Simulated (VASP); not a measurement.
Hg:

```
Hg
1.0
    -1.87674    1.87674    1.91684
     1.87674   -1.87674    1.91684
     1.87674    1.87674   -1.91684
Hg
1
Direct
  0.50000 0.50000 0.00000
```

Program: VASP 6.6.1. Alike in all runs: task single point; cell as given; cutoff (eV) 520.

Order these runs on this cell by their pressure, lowest first.
A. level PBEsol; potentials or basis VASP PAW PBE potentials, release 64 (Hg); spin off; k mesh 10 × 10 × 10; smearing gaussian 0.1 eV
B. level LDA; potentials or basis VASP PAW LDA potentials, release 64 (Hg); spin off; k mesh 10 × 10 × 10; smearing gaussian 0.02 eV
C. level PBE; potentials or basis VASP PAW PBE potentials, release 64 (Hg); spin off; k mesh 10 × 10 × 10; smearing gaussian 0.05 eV
D. level BLYP; potentials or basis VASP PAW PBE potentials, release 64 (Hg); spin non-collinear, zero start, SOC; k mesh 7 × 7 × 7; smearing methfessel-paxton 0.1 eV

B (-4.0 GPa), A (-2.2 GPa), C (1.7 GPa), D (4.6 GPa).

Caveats: the PAW data sets were made with another functional, which shifts forces and pressure a little (some runs).
